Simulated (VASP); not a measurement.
# Ir (Fm-3m) in VASP: further runs

The runs below take Ir through relaxation of cell and atoms, single point, with BLYP+D3(BJ), LDA.

Everything below comes from runs of VASP 6.6.1. Logs are shortened: lines on timing, memory, paths and dates and some standing lists are left out, and cuts for length are marked.

## (1) The cell of the first run

Symmetry: Fm-3m, No. 225, cubic system. Conventional cell: a = 3.831 Å, b = 3.831 Å, c = 3.831 Å, α = 90.00°, β = 90.00°, γ = 90.00°. Ir (site symmetry m-3m) has 12 Ir at 2.71 Å within 3.6 Å.

## (2) Relaxation of cell and atoms, BLYP+D3(BJ)

File INCAR:

```
PREC = Accurate
ENCUT = 600
EDIFF = 1E-7
ISMEAR = -1
SIGMA = 0.05
LREAL = False
LASPH = True
NELM = 80
ALGO = Normal
ISIF = 3
LWAVE = False
LCHARG = False
GGA = B5
ALDAX = 1.0
AGGAX = 1.0
AGGAC = 1.0
ALDAC = 0.0
IVDW = 12
VDW_S6 = 1.0
VDW_S8 = 2.6996
VDW_A1 = 0.4298
VDW_A2 = 4.2359
IBRION = 2
NSW = 80
EDIFFG = -0.02
```

File KPOINTS:

```
regular mesh
0
Gamma
  12 12 12
```

File POSCAR:

```
Ir
1.0
    0.0000000000      1.9156000000      1.9156000000
    1.9156000000      0.0000000000      1.9156000000
    1.9156000000      1.9156000000      0.0000000000
Ir
1
Direct
    0.0000000000      0.0000000000      0.0000000000
```

Potentials or basis: VASP PAW PBE potentials, release 64 (Ir).

Launch:

```
> cat potpaw_PBE.64/Ir/POTCAR > POTCAR
> mpirun -np 1 vasp_std > vasp.out
```

OUTCAR:

```text
PREC = Accurate
   ENCUT = 600
   EDIFF = 1E-7
   ISMEAR = -1
   LREAL = False
   LASPH = True
   NELM = 80
   ISIF = 3
   GGA = B5
   IVDW = 12
   IBRION = 2
   NSW = 80
   EDIFFG = -0.02
 IVDW          = 12

 ion  position               nearest neighbor table
   1  0.000  0.000  0.000-

  LATTYP: Found a face centered cubic cell.
 ALAT       =     3.8312000000

  Lattice vectors:

 A1 = (   0.0000000000,   1.9156000000,   1.9156000000)
 A2 = (   1.9156000000,   0.0000000000,   1.9156000000)
 A3 = (   1.9156000000,   1.9156000000,   0.0000000000)

Analysis of symmetry for initial positions (statically):
[... 5 lines left out ...]
 face centered cubic supercell.

 Subroutine GETGRP returns: Found 48 space group operations
 (whereof 48 operations were pure point group operations)
 out of a pool of 48 trial point group operations.

The static configuration has the point symmetry O_h .

Analysis of symmetry for dynamics (positions and initial velocities):
[... 5 lines left out ...]
 face centered cubic supercell.

 Subroutine GETGRP returns: Found 48 space group operations
 (whereof 48 operations were pure point group operations)
 out of a pool of 48 trial point group operations.

The dynamic configuration has the point symmetry O_h .

 Subroutine INISYM returns: Found 48 space group operations
 (whereof 48 operations are pure point group operations),
 and found     1 'primitive' translations

----------------------------------------------------------------------------------------

                                     Primitive cell

  volume of cell :      14.0587

  direct lattice vectors                    reciprocal lattice vectors
     0.000000000  1.915600000  1.915600000    -0.261014826  0.261014826  0.261014826
     1.915600000  0.000000000  1.915600000     0.261014826 -0.261014826  0.261014826
     1.915600000  1.915600000  0.000000000     0.261014826  0.261014826 -0.261014826

  length of vectors
     2.709067500  2.709067500  2.709067500     0.452090940  0.452090940  0.452090940

  position of ions in fractional coordinates (direct lattice)
     0.000000000  0.000000000  0.000000000

  ion indices of the primitive-cell ions
   primitive index   ion index
                 1           1

----------------------------------------------------------------------------------------

 KPOINTS: regular mesh

Automatic generation of k-mesh.
 Grid dimensions read from file:
 generate k-points for:   12   12   12

 Generating k-lattice:

  Cartesian coordinates                     Fractional coordinates (reciprocal lattice)
    -0.021751235  0.021751235  0.021751235     0.083333333  0.000000000  0.000000000
     0.021751235 -0.021751235  0.021751235     0.000000000  0.083333333  0.000000000
     0.021751235  0.021751235 -0.021751235     0.000000000  0.000000000  0.083333333

  Length of vectors
     0.037674245  0.037674245  0.037674245

  Shift w.r.t. Gamma in fractional coordinates (k-lattice)
     0.000000000  0.000000000  0.000000000

 Subroutine IBZKPT returns following result:
 ===========================================

 Found     72 irreducible k-points:

 Following reciprocal coordinates:
            Coordinates               Weight
  0.000000  0.000000  0.000000      1.000000
  0.083333  0.000000  0.000000      8.000000
  0.166667  0.000000  0.000000      8.000000
  0.250000  0.000000  0.000000      8.000000
  0.333333  0.000000  0.000000      8.000000
  0.416667  0.000000  0.000000      8.000000
[... 16 lines left out ...]
  0.500000  0.166667  0.000000     24.000000
 -0.416667  0.166667  0.000000     24.000000
 [... further k-points ...]
   k-points           NKPTS =     72   k-points in BZ     NKDIM =     72   number of bands    NBANDS=      8
   number of dos      NEDOS =    301   number of ions     NIONS =      1
   total plane-waves  NPLWV =  13824
   dimension x,y,z NGX =    24 NGY =   24 NGZ =   24
   dimension x,y,z NGXF=    48 NGYF=   48 NGZF=   48
   ions per type =               1
   NGX,Y,Z   is equivalent  to a cutoff of  14.73, 14.73, 14.73 a.u.
   NGXF,Y,Z  is equivalent  to a cutoff of  29.46, 29.46, 29.46 a.u.
 SYSTEM =  unknown system
   PREC   = accura    normal or accurate (medium, high low for compatibility)
   ISTART =      0    job   : 0-new  1-cont  2-samecut
   ICHARG =      2    charge: 1-file 2-atom 10-const
   ISPIN  =      1    spin polarized calculation?
   LNONCOLLINEAR =      F non collinear calculations
   LSORBIT =      F    spin-orbit coupling
   LASPH  =      T    aspherical Exc in radial PAW
   ENCUT  =  600.0 eV  44.10 Ry    6.64 a.u.   5.41  5.41  5.41*2*pi/ulx,y,z
   NELM   =     80;   NELMIN=  2; NELMDL= -5     # of ELM steps
   EDIFF  = 0.1E-06   stopping-criterion for ELM
   LREAL  =      F    real-space projection
   EDIFFG = -.2E-01   stopping-criterion for IOM
   NSW    =     80    number of steps for IOM
   IBRION =      2    ionic relax: 0-MD 1-quasi-New 2-CG
   NFREE  =      1    steps in history (QN), initial steepest desc. (CG)
   ISIF   =      3    stress and relaxation
   ISYM   =      2    0-nonsym 1-usesym 2-fastsym
   POTIM  = 0.5000    time-step for ionic-motion
   TEBEG  =    0.0;   TEEND  =   0.0 temperature during run
   PSTRESS=    0.0 pullay stress
   NELECT =       9.0000    total number of electrons
   NUPDOWN=      -1.0000    fix difference up-down
   EMIN   =  10.00;   EMAX   =-10.00  energy-range for DOS
[... 5 lines left out ...]
     AMIX     =   0.40;   BMIX     =  1.00
     AMIX_MAG =   1.60;   BMIX_MAG =  1.00
  volume/ion in A,a.u.               =      14.06        94.87
  Fermi-wavevector in a.u.,A,eV,Ry     =   1.410937  2.666284 27.085691  1.990742
  Thomas-Fermi vector in A             =   2.532839
   LORBIT       =      0    0 simple, 1 ext, 2 COOP (PROOUT), +10 PAW based schemes
   GGA     = B5    functional components
   LHFCALC =     F    Hartree Fock is set to
   AEXX    =    0.0000 exact exchange contribution
   IVDW    =    12    specifies the selected vdW correction
   LEPSILON=     F    determine dielectric tensor
   LRPA    =     F    only Hartree local field effects (RPA)
 conjugate gradient relaxation of ions
 non-spin polarized calculation
  energy-cutoff  :      600.00
  volume of cell :       14.06
 maximum number of plane-waves:       495
 NGX is ok and might be reduce to    24
   NGX = 11   NGY = 11   NGZ = 11

--------------------------------------- Ionic step        1  -------------------------------------------

 number of electron       9.0000000 magnetization

 Free energy of the ion-electron system (eV)
  ---------------------------------------------------
  ext. energy  EPLUGINS =         0.00000000
  ---------------------------------------------------
  free energy    TOTEN  =        -7.34401546 eV

  energy without entropy =       -7.33938480  energy(sigma->0) =       -7.34170013

------------------------ aborting loop because EDIFF is reached ----------------------------------------

 Edisp (eV)   -1.73742

 E8    (eV) :    -1.3163

  FORCE on cell =-STRESS in cart. coord.  units (eV):
  Direction    XX          YY          ZZ          XY          YZ          ZX
  --------------------------------------------------------------------------------------
  -------------------------------------------------------------------------------------
  Total       1.00554     1.00554     1.00554    -0.00000    -0.00000     0.00000
  in kB     114.59470   114.59470   114.59470    -0.00000    -0.00000     0.00000
  external pressure =      114.59 kB  Pullay stress =        0.00 kB

 VOLUME and BASIS-vectors are now :
 -----------------------------------------------------------------------------
  energy-cutoff  :      600.00
  volume of cell :       14.06
      direct lattice vectors                 reciprocal lattice vectors
     0.000000000  1.915600000  1.915600000    -0.261014826  0.261014826  0.261014826
     1.915600000  0.000000000  1.915600000     0.261014826 -0.261014826  0.261014826
     1.915600000  1.915600000  0.000000000     0.261014826  0.261014826 -0.261014826

 POSITION                                       TOTAL-FORCE (eV/Angst)
 -----------------------------------------------------------------------------------
      0.00000      0.00000      0.00000         0.000000      0.000000      0.000000
 -----------------------------------------------------------------------------------
    total drift:                               -0.000000      0.000000     -0.000000

  FREE ENERGIE OF THE ION-ELECTRON SYSTEM (eV)
  ---------------------------------------------------
  free  energy   TOTEN  =        -9.0814397242 eV

  energy  without entropy=       -9.0768090668  energy(sigma->0) =       -9.07912440

--------------------------------------- Ionic step        2  -------------------------------------------

 number of electron       9.0000000 magnetization

 E-fermi :   8.7572     XC(G=0): -12.4979

 val. band max:        8.7551654977   @ k =  -0.3333   0.3333   0.0000
 cond. band min:       8.7668700030   @ k =  -0.2500   0.0833   0.0000
 fundamental gap:      0.0117045052
 Fermi energy:         8.7572220662

 k-point     1 :       0.0000    0.0000    0.0000
  band No.  band energies     occupation
      1      -0.7689      2.00000
      2       5.5992      2.00000
      3       5.5992      2.00000
      4       5.5992      2.00000
      5       7.7470      2.00000
      6       7.7470      2.00000
      7      23.6121      0.00000
      8      28.2653      0.00000

 k-point     2 :       0.0833    0.0000    0.0000
  band No.  band energies     occupation
      1      -0.5014      2.00000
      2       5.4804      2.00000
      3       5.7065      2.00000
      4       5.7065      2.00000
      5       7.6891      2.00000
      6       7.6891      2.00000
      7      24.0267      0.00000
      8      26.9498      0.00000

 k-point     3 :       0.1667    0.0000    0.0000
  band No.  band energies     occupation
      1       0.2406      2.00000
      2       5.2416      2.00000
      3       5.9248      2.00000
      4       5.9248      2.00000
      5       7.6430      2.00000
      6       7.6430      2.00000
      7      24.6158      0.00000
      8      24.9877      0.00000
[... 287 lines left out ...]
 VOLUME and BASIS-vectors are now :
 -----------------------------------------------------------------------------
  energy-cutoff  :      600.00
  volume of cell :       14.51
      direct lattice vectors                 reciprocal lattice vectors
    -0.000000000  1.935976034  1.935976034    -0.258267660  0.258267660  0.258267660
     1.935976034 -0.000000000  1.935976034     0.258267660 -0.258267660  0.258267660
     1.935976034  1.935976034  0.000000000     0.258267660  0.258267660 -0.258267660

 POSITION                                       TOTAL-FORCE (eV/Angst)
 -----------------------------------------------------------------------------------
      0.00000      0.00000      0.00000         0.000000      0.000000      0.000000
 -----------------------------------------------------------------------------------
    total drift:                               -0.000000      0.000000     -0.000000

  FREE ENERGIE OF THE ION-ELECTRON SYSTEM (eV)
  ---------------------------------------------------
  free  energy   TOTEN  =        -9.0963071400 eV

  energy  without entropy=       -9.0913564041  energy(sigma->0) =       -9.09383177

--------------------------------------- Ionic step        4  -------------------------------------------

 number of electron       9.0000000 magnetization

 Free energy of the ion-electron system (eV)
  ---------------------------------------------------
  ext. energy  EPLUGINS =         0.00000000
  ---------------------------------------------------
  free energy    TOTEN  =        -7.41338848 eV

  energy without entropy =       -7.40845300  energy(sigma->0) =       -7.41092074

 E-fermi :  10.5946     XC(G=0): -13.1363

 val. band max:       10.5796684900   @ k =  -0.3333   0.3333   0.0000
 cond. band min:      10.5992800561   @ k =  -0.2500   0.0833   0.0000
 fundamental gap:      0.0196115661
 Fermi energy:        10.5946151233

 k-point     1 :       0.0000    0.0000    0.0000
  band No.  band energies     occupation
      1      -0.0787      2.00000
      2       6.8178      2.00000
      3       6.8178      2.00000
      4       6.8178      2.00000
      5       9.3905      2.00000
      6       9.3905      2.00000
      7      25.2847      0.00000
      8      30.5951      0.00000

 k-point     2 :       0.0833    0.0000    0.0000
  band No.  band energies     occupation
      1       0.2211      2.00000
      2       6.6723      2.00000
      3       6.9438      2.00000
      4       6.9438      2.00000
      5       9.3159      2.00000
      6       9.3159      2.00000
      7      25.7859      0.00000
      8      29.2325      0.00000

 k-point     3 :       0.1667    0.0000    0.0000
  band No.  band energies     occupation
      1       1.0426      2.00000
      2       6.3854      2.00000
      3       7.1997      2.00000
      4       7.1997      2.00000
      5       9.2494      2.00000
      6       9.2494      2.00000
      7      26.8075      0.00000
      8      27.1125      0.00000
[... 248 lines left out ...]
 VOLUME and BASIS-vectors are now :
 -----------------------------------------------------------------------------
  energy-cutoff  :      600.00
  volume of cell :       14.49
      direct lattice vectors                 reciprocal lattice vectors
    -0.000000000  1.935034764  1.935034764    -0.258393291  0.258393291  0.258393291
     1.935034764 -0.000000000  1.935034764     0.258393291 -0.258393291  0.258393291
     1.935034764  1.935034764  0.000000000     0.258393291  0.258393291 -0.258393291

 POSITION                                       TOTAL-FORCE (eV/Angst)
 -----------------------------------------------------------------------------------
      0.00000      0.00000      0.00000         0.000000      0.000000     -0.000000
 -----------------------------------------------------------------------------------
    total drift:                               -0.000000      0.000000     -0.000000

  FREE ENERGIE OF THE ION-ELECTRON SYSTEM (eV)
  ---------------------------------------------------
  free  energy   TOTEN  =        -9.0963458349 eV

  energy  without entropy=       -9.0914103520  energy(sigma->0) =       -9.09387809

 reached required accuracy - stopping structural energy minimisation
```

It took 42 s on 1 thread of Intel Xeon 6975P-C, shared host; peak memory 0.16 GiB.

What came out:

```
Free energy                            : -9.0963 eV
Relaxed volume                         : 14.49 Å³/atom
Relaxed cell                           : a = 2.737 Å, b = 2.737 Å, c = 2.737 Å, α = 60.00°, β = 60.00°, γ = 60.00°
Space group after relaxing (to 0.05 Å) : Fm-3m (No. 225)
Energy gained by relaxing              : 14.9 meV/atom
Ionic steps                            : 4
Pressure after relaxing                : 0.0 GPa
Dispersion energy per atom             : -1.683 eV
```

The path:
| step | energy change (eV) | largest force (eV/Å) | pressure (GPa) | volume (Å³) |
| --- | --- | --- | --- | --- |
| 1 | 0.0000 | 0.0000 | 11.46 | 14.06 |
| 2 | 0.1615 | 0.0000 | -29.28 | 16.21 |
| 3 | -0.0149 | 0.0000 | -0.54 | 14.51 |
| 4 | -0.0149 | 0.0000 | -0.03 | 14.49 |

Final structure:
```
CELL_PARAMETERS angstrom
0.00000 1.93503 1.93503
1.93503 0.00000 1.93503
1.93503 1.93503 0.00000
ATOMIC_POSITIONS crystal
Ir 0.00000 0.00000 0.00000
```

Caveat: the PAW data sets were made with another functional, which shifts forces and pressure a little; spin-orbit coupling is left out, which moves the levels of the heavy elements; pairwise dispersion overbinds metals, which lowers pressure and volume.

## (3) Single point, LDA (volume scaled by 0.96)

File INCAR:

```
ALGO     = Fast           # electronic algorithm
EDIFF    = 1E-6           # SCF threshold, eV
ENCUT    = 520            # plane-wave cutoff, eV
ISIF     = 2              # what is computed and relaxed
ISMEAR   = -1             # smearing method
LASPH    = True           # aspherical terms in the spheres
LCHARG   = True           # write CHGCAR
LELF     = True           # ELF
LREAL    = False          # projectors in reciprocal space
LVHAR    = True         
LWAVE    = False          # write WAVECAR
NBANDS   = 10             # bands
NELM     = 100            # most SCF steps
PREC     = Accurate       # precision mode
SIGMA    = 0.05           # smearing width, eV
```

File KPOINTS:

```
k-points
0
Gamma
  12 12 12
```

File POSCAR:

```
Ir
1.0
    0.0000000000      1.8897103398      1.8897103398
    1.8897103398      0.0000000000      1.8897103398
    1.8897103398      1.8897103398      0.0000000000
Ir
1
Direct
    0.0000000000      0.0000000000      0.0000000000
```

Potentials or basis: VASP PAW LDA potentials, release 64 (Ir).

Launch:

```
> cat potpaw_LDA.64/Ir/POTCAR > POTCAR
> mpirun -np 1 vasp_std > vasp.out
```

Run time: 11 s. Hardware: 1 thread of Intel Xeon 6975P-C, shared host; peak memory 0.13 GiB.

The run converged. Its results:

```
Free energy : -10.3301 eV
Pressure    : 13.2 GPa
```

Levels at points of the mesh, in eV from the Fermi level:
```csv
k point,band 2,band 3,band 4,band 5,band 6,band 7
"(0.00, 0.00, 0.00)",-4.25,-4.25,-4.25,-1.32,-1.32,14.20
"(0.50, 0.00, 0.00)",-4.36,-4.36,-0.87,0.94,0.94,7.72
"(0.50, 0.50, 0.00)",-7.94,0.93,1.56,1.56,1.70,11.15
```

Caveat: the cell differs from its parent crystal (volume scaled by 0.96); spin-orbit coupling is left out, which moves the levels of the heavy elements.

[end of part 1 of 2]
